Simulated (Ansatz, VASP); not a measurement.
# LiHF2: VASP beside Ansatz

The input INCAR:

```
SYSTEM = LiHF2
  ALGO = Normal
  EDIFF = 1E-6
  ENCUT = 520
  ISIF = 2
  ISMEAR = 0
  LASPH = .True.
  LCHARG = .False.
  LREAL = .False.
  LWAVE = .False.
  NBANDS = 17
  NELM = 80
  PREC = Accurate
  SIGMA = 0.05
```

Contents of KPOINTS:

```
k-points
0
Gamma
  9 9 9
  0 0 0
```

File POSCAR:

```
LiHF2
1.0
    1.4427881604      0.8329941328      4.2646668686
   -1.4427881604      0.8329941328      4.2646668686
    0.0000000000     -1.6659882656      4.2646668686
Li H F
1 1 2
Direct
    0.0000000000      0.0000000000      0.0000000000
    0.5000000000      0.5000000000      0.5000000000
    0.4125119035      0.4125119035      0.4125119035
    0.5874880965      0.5874880965      0.5874880965
```

Input for Ansatz:

```yaml
crystal:
  lattice:
    - [1.4427881604, 0.8329941328, 4.2646668686]
    - [-1.4427881604, 0.8329941328, 4.2646668686]
    - [0.0, -1.6659882656, 4.2646668686]
  atoms:
    - { symbol: Li, position: [0.0, 0.0, 0.0] }
    - { symbol: H, position: [0.5, 0.5, 0.5] }
    - { symbol: F, position: [0.4125119035, 0.4125119035, 0.4125119035] }
    - { symbol: F, position: [0.5874880965, 0.5874880965, 0.5874880965] }
basis:
  ecutwfc: 420
kpoints:
  mp_grid: { grid: [9, 9, 9] }
hamiltonian:
  xc: lda
scf:
  occupations: { method: gaussian, width: 0.05 }
output:
  forces: true
  stress: true
  eigenvalues: true
```

Change from the starting cell: strain +0.000 along x and y, -0.015 along z, atoms carried along.

Alike in both runs: task single point; functional LDA; k mesh 9 × 9 × 9; occupations gaussian, width 0.05 eV; no spin polarisation.

|  | VASP | Ansatz |
| --- | --- | --- |
| version | VASP 6.6.1 | Ansatz 0.2.0 |
| potentials or method | VASP PAW LDA potentials, release 64 (Li_sv, H, F), cutoff 520 eV | scalar-relativistic, plane waves, PAW |
| valence electrons in the cell | 18 | 18 |

```csv
,VASP,Ansatz,Ansatz less VASP
gap on the k mesh at the Fermi level (eV),8.35,8.39,+0.039
least direct gap on the mesh (eV),8.59,8.62,+0.031
rms of the force components (eV/Å),0.207,0.167,-0.0395
```

LDA's correlation is that of Perdew and Zunger in VASP and of Perdew and Wang (1992) in Ansatz. Atom by atom the forces differ by 0.039 eV/Å (rms over components).

Noted on VASP's run: the cutoff is under 1.25 times that of the potentials, so the pressure is a little rough.
